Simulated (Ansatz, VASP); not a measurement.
# Ti: VASP beside Ansatz

```
Ti
1.0
     0.00000    1.96652    2.16317
     1.96652    0.00000    2.16317
     1.96652    1.96652    0.00000
Ti
1
Direct
  0.00000 0.00000 0.00000
```

Alike in both runs: task single point; functional r2SCAN; k mesh 22 × 22 × 22; occupations gaussian, width 0.15 eV; no spin polarisation.

|  | VASP | Ansatz |
| --- | --- | --- |
| version | VASP 6.6.1 | Ansatz 0.2.0 |
| potentials or method | VASP PAW PBE potentials, release 64 (Ti_sv), cutoff 520 eV | scalar-relativistic, plane waves, PAW |
| valence electrons in the cell | 12 | 12 |

Ansatz gave:

* gap on the k mesh at the Fermi level (eV): none
* pressure (GPa): 4.2
* traceless stress, the component that is largest in VASP (GPa): -1.81

Q: What did VASP give for the same quantities?

A: gap on the k mesh at the Fermi level (eV): none; pressure (GPa): 4.6; traceless stress, the component that is largest in VASP (GPa): -1.84.

VASP's potentials were made for PBE, not for r2SCAN. A gap of «none» marks a metal or a gap that the smearing closes.
